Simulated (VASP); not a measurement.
# BN (rocksalt type) (Fm-3m) in VASP: notebook

Runs on BN (rocksalt type). Level: LDA. Tasks: single point.

All numbers are computed with VASP 6.6.1; they aren't measurements. Logs are shortened: lines on timing, memory, paths and dates and some standing lists are left out, and cuts for length are marked.

**1. The cell of the first run**

Symmetry: Fm-3m, No. 225, cubic system. Conventional cell: a = 2.981 Å, b = 2.981 Å, c = 2.981 Å, α = 90.00°, β = 90.00°, γ = 90.00°. Within 2.0 Å of B (site symmetry m-3m) lie 6 N at 1.49 Å. Within 2.0 Å of N (site symmetry m-3m) lie 6 B at 1.49 Å.

**2. Single point, LDA (volume scaled by 0.64)**

Contents of INCAR:

```
SYSTEM = BN
  PREC = Accurate
  ENCUT = 600
  EDIFF = 1E-6
  ISMEAR = -1
  SIGMA = 0.05
  LREAL = .False.
  LASPH = .True.
  NELM = 120
  ALGO = Normal
  ISIF = 2
  LWAVE = .False.
  LCHARG = .True.
  LELF = .True.
  LVHAR = .True.
  NBANDS = 11
  GGA_COMPAT = .False.
```

Contents of KPOINTS:

```
regular mesh
0
Gamma
  15 15 15
  0 0 0
```

Contents of POSCAR:

```
BN
1.0
    0.0000000000      1.4906141717      1.4906141717
    1.4906141717      0.0000000000      1.4906141717
    1.4906141717      1.4906141717      0.0000000000
B N
1 1
Direct
    0.0000000000      0.0000000000      0.0000000000
    0.5000000000      0.5000000000      0.5000000000
```

Potentials or basis: VASP PAW LDA potentials, release 64 (B, N).

Started as:

```sh
$ cat potpaw_LDA.64/B/POTCAR potpaw_LDA.64/N/POTCAR > POTCAR
$ mpirun -np 1 vasp_std > vasp.out
```

OUTCAR:

```text
SYSTEM = BN
   PREC = Accurate
   ENCUT = 600
   EDIFF = 1E-6
   ISMEAR = -1
   LREAL = .False.
   LASPH = .True.
   NELM = 120
   ISIF = 2

 ion  position               nearest neighbor table
   1  0.000  0.000  0.000-   2 1.49   2 1.49   2 1.49   2 1.49   2 1.49   2 1.49
   2  0.500  0.500  0.500-   1 1.49   1 1.49   1 1.49   1 1.49   1 1.49   1 1.49

  LATTYP: Found a face centered cubic cell.
 ALAT       =     2.9812283434

  Lattice vectors:

 A1 = (   0.0000000000,   1.4906141717,   1.4906141717)
 A2 = (   1.4906141717,   0.0000000000,   1.4906141717)
 A3 = (   1.4906141717,   1.4906141717,   0.0000000000)

Analysis of symmetry for initial positions (statically):
=====================================================================
 Subroutine PRICEL returns:
 Original cell was already a primitive cell.

 Routine SETGRP: Setting up the symmetry group for a
 face centered cubic supercell.

 Subroutine GETGRP returns: Found 48 space group operations
 (whereof 48 operations were pure point group operations)
 out of a pool of 48 trial point group operations.

The static configuration has the point symmetry O_h .

Analysis of symmetry for dynamics (positions and initial velocities):
=====================================================================
 Subroutine PRICEL returns:
 Original cell was already a primitive cell.

 Routine SETGRP: Setting up the symmetry group for a
 face centered cubic supercell.

 Subroutine GETGRP returns: Found 48 space group operations
 (whereof 48 operations were pure point group operations)
 out of a pool of 48 trial point group operations.

The dynamic configuration has the point symmetry O_h .

 Subroutine INISYM returns: Found 48 space group operations
 (whereof 48 operations are pure point group operations),
 and found     1 'primitive' translations

----------------------------------------------------------------------------------------

                                     Primitive cell

  volume of cell :       6.6241

  direct lattice vectors                    reciprocal lattice vectors
     0.000000000  1.490614172  1.490614172    -0.335432206  0.335432206  0.335432206
     1.490614172  0.000000000  1.490614172     0.335432206 -0.335432206  0.335432206
     1.490614172  1.490614172  0.000000000     0.335432206  0.335432206 -0.335432206

  length of vectors
     2.108046778  2.108046778  2.108046778     0.580985623  0.580985623  0.580985623

  position of ions in fractional coordinates (direct lattice)
[... 81 lines left out ...]
   EDIFFG = 0.1E-04   stopping-criterion for IOM
   NSW    =      0    number of steps for IOM
   IBRION =     -1    ionic relax: 0-MD 1-quasi-New 2-CG
   NFREE  =      0    steps in history (QN), initial steepest desc. (CG)
   ISIF   =      2    stress and relaxation
   ISYM   =      2    0-nonsym 1-usesym 2-fastsym
   POTIM  = 0.5000    time-step for ionic-motion
   TEBEG  =    0.0;   TEEND  =   0.0 temperature during run
   PSTRESS=    0.0 pullay stress
   NELECT =       8.0000    total number of electrons
   NUPDOWN=      -1.0000    fix difference up-down
   EMIN   =  10.00;   EMAX   =-10.00  energy-range for DOS
   EFERMI =   0.00;   METHOD = LEGACY
   ISMEAR =    -1;   SIGMA  =   0.05  broadening in eV -4-tet -1-fermi 0-gaus
   EFERMI_NEDOS =   21; number of points for ismear=-14 and -15
   IALGO  =     38    algorithm
   IMIX   =      4    mixing-type and parameters
     AMIX     =   0.40;   BMIX     =  1.00
     AMIX_MAG =   1.60;   BMIX_MAG =  1.00
  volume/ion in A,a.u.               =       3.31        22.35
  Fermi-wavevector in a.u.,A,eV,Ry     =   1.743397  3.294542 41.353989  3.039432
  Thomas-Fermi vector in A             =   2.815477
   LORBIT       =      0    0 simple, 1 ext, 2 COOP (PROOUT), +10 PAW based schemes
   GGA     = CA    functional components
   LHFCALC =     F    Hartree Fock is set to
   AEXX    =    0.0000 exact exchange contribution
   IVDW    =     0    specifies the selected vdW correction
   LEPSILON=     F    determine dielectric tensor
   LRPA    =     F    only Hartree local field effects (RPA)
 non-spin polarized calculation
  energy-cutoff  :      600.00
  volume of cell :        6.62
 maximum number of plane-waves:       229
 NGX is ok and might be reduce to    18
   NGX =  9   NGY =  9   NGZ =  9

 number of electron       7.9999999 magnetization

 Free energy of the ion-electron system (eV)
  ---------------------------------------------------
  ext. energy  EPLUGINS =         0.00000000
  ---------------------------------------------------
  free energy    TOTEN  =       -12.45796179 eV

  energy without entropy =      -12.45796179  energy(sigma->0) =      -12.45796179

 E-fermi :  19.7390     XC(G=0): -16.4019

 val. band max:       18.6955466199   @ k =  -0.2000   0.1333   0.0000
 cond. band min:      24.2308876398   @ k =   0.3333   0.3333   0.0000
 fundamental gap:      5.5353410199
 Fermi energy:        19.7390444170

 k-point     1 :       0.0000    0.0000    0.0000
  band No.  band energies     occupation
      1     -11.3614      2.00000
      2      17.4400      2.00000
      3      17.4400      2.00000
      4      17.4400      2.00000
      5      36.0786      0.00000
      6      36.0786      0.00000
      7      36.0786      0.00000
      8      40.1453      0.00000
      9      40.1453      0.00000
     10      40.1453      0.00000
     11      41.1788      0.00000
[... 309 lines left out ...]
 k-point    24 :       0.2000    0.1333    0.0000
  band No.  band energies     occupation
      1      -9.8702      2.00000
      2      13.9455      2.00000
      3      14.9413      2.00000
      4      17.2650      2.00000
      5      27.8398      0.00000
      6      33.9057      0.00000
      7      35.7090      0.00000
      8      36.5706      0.00000
      9      41.8819      0.00000
     10      46.8902      0.00000
     11      47.2438      0.00000

 [... further k-points ...]
[... 5 lines left out ...]
  --------------------------------------------------------------------------------------
  -------------------------------------------------------------------------------------
  Total       17.6798188     17.6798188     17.6798188     -0.0000000      0.0000000     -0.0000000
  in kB     4276.2457713   4276.2457713   4276.2457713     -0.0000000      0.0000000     -0.0000000
  external PRESSURE =    4276.2457713 kB  Pullay stress =       0.0000000 kB

 VOLUME and BASIS-vectors are now :
 -----------------------------------------------------------------------------
  energy-cutoff  :      600.00
  volume of cell :        6.62
      direct lattice vectors                 reciprocal lattice vectors
     0.000000000  1.490614172  1.490614172    -0.335432206  0.335432206  0.335432206
     1.490614172  0.000000000  1.490614172     0.335432206 -0.335432206  0.335432206
     1.490614172  1.490614172  0.000000000     0.335432206  0.335432206 -0.335432206

 POSITION                                       TOTAL-FORCE (eV/Angst)
 -----------------------------------------------------------------------------------
      0.00000      0.00000      0.00000         0.000000     -0.000000      0.000000
      1.49061      1.49061      1.49061        -0.000000      0.000000     -0.000000
 -----------------------------------------------------------------------------------
    total drift:                               -0.000000     -0.000000     -0.000000

  FREE ENERGIE OF THE ION-ELECTRON SYSTEM (eV)
  ---------------------------------------------------
  free  energy   TOTEN  =       -12.4579617875 eV

  energy  without entropy=      -12.4579617874  energy(sigma->0) =      -12.45796179
```

OSZICAR:

```text
N       E                     dE             d eps       ncg     rms          rms(c)
DAV:   1     0.189642593716E+02    0.18964E+02   -0.61565E+03  2763   0.863E+02
DAV:   2    -0.134459818940E+02   -0.32410E+02   -0.31151E+02  2972   0.182E+02
DAV:   3    -0.138555918830E+02   -0.40961E+00   -0.40900E+00  3087   0.165E+01
DAV:   4    -0.138557892062E+02   -0.19732E-03   -0.19732E-03  2907   0.445E-01
DAV:   5    -0.138557892724E+02   -0.66195E-07   -0.66187E-07  3027   0.820E-03    0.858E+00
DAV:   6    -0.125870440689E+02    0.12687E+01   -0.33164E+00  2724   0.119E+01    0.410E+00
DAV:   7    -0.124747899205E+02    0.11225E+00   -0.26850E-01  2910   0.382E+00    0.229E+00
DAV:   8    -0.124581939844E+02    0.16596E-01   -0.12682E-02  2781   0.111E+00    0.149E-01
DAV:   9    -0.124579751121E+02    0.21887E-03   -0.39812E-04  2841   0.162E-01    0.521E-02
DAV:  10    -0.124579620501E+02    0.13062E-04   -0.11975E-05  2936   0.326E-02    0.988E-03
DAV:  11    -0.124579617875E+02    0.26268E-06   -0.37153E-07  1551   0.597E-03
   1 F= -.12457962E+02 E0= -.12457962E+02  d E =-.146443E-10
```

Wall time 4.2 s (1 thread of Intel Xeon 6975P-C (Granite Rapids), shared host); peak memory 0.11 GiB.

Results:

```
Free energy            : -12.4580 eV
Pressure               : 427.6 GPa
Band gap on the k mesh : 5.54 eV, indirect (least direct gap 7.51 eV)
```

Levels at points of the mesh, in eV from the valence-band top:
```tsv
k point	band 2	band 3	band 4	band 5	band 6	band 7
(0.00, 0.00, 0.00)	-1.26	-1.26	-1.26	17.38	17.38	17.38
```

**3. Single point, LDA (volume scaled by 0.72)**

Contents of INCAR:

```
PREC = Accurate
ENCUT = 600
EDIFF = 1E-6
ISMEAR = -1
SIGMA = 0.05
LREAL = False
LASPH = True
NELM = 120
ALGO = Normal
ISIF = 2
LWAVE = False
LCHARG = False
GGA = CA
NBANDS = 11
GGA_COMPAT = False
```

Contents of KPOINTS:

```
Automatic mesh
0
Gamma
  15 15 15
```

Contents of POSCAR:

```
BN
1.0
    0.0000000000      1.5503012125      1.5503012125
    1.5503012125      0.0000000000      1.5503012125
    1.5503012125      1.5503012125      0.0000000000
B N
1 1
Direct
    0.0000000000      0.0000000000      0.0000000000
    0.5000000000      0.5000000000      0.5000000000
```

Potentials or basis: VASP PAW LDA potentials, release 64 (B, N).

Started as:

```sh
$ cat potpaw_LDA.64/B/POTCAR potpaw_LDA.64/N/POTCAR > POTCAR
$ mpirun -np 1 vasp_std > vasp.out
```

Run time: 4 s. Hardware: 1 thread of Intel Xeon 6975P-C (Granite Rapids), shared host; peak memory 0.11 GiB.

It converged, with:

```
Free energy            : -14.1925 eV
Pressure               : 254.9 GPa
Band gap on the k mesh : 4.56 eV, indirect (least direct gap 7.08 eV)
```

Levels at points of the mesh, in eV from the valence-band top:
| k point | band 1 | band 2 | band 3 | band 4 | band 5 | band 6 | band 7 | band 8 | band 9 |
| --- | --- | --- | --- | --- | --- | --- | --- | --- | --- |
| (0.00, 0.00, 0.00) | -27.91 | -1.16 | -1.16 | -1.16 | 15.88 | 15.88 | 15.88 | 18.63 | 20.70 |

 A k mesh can miss the band edges.

[end of part 1 of 2]
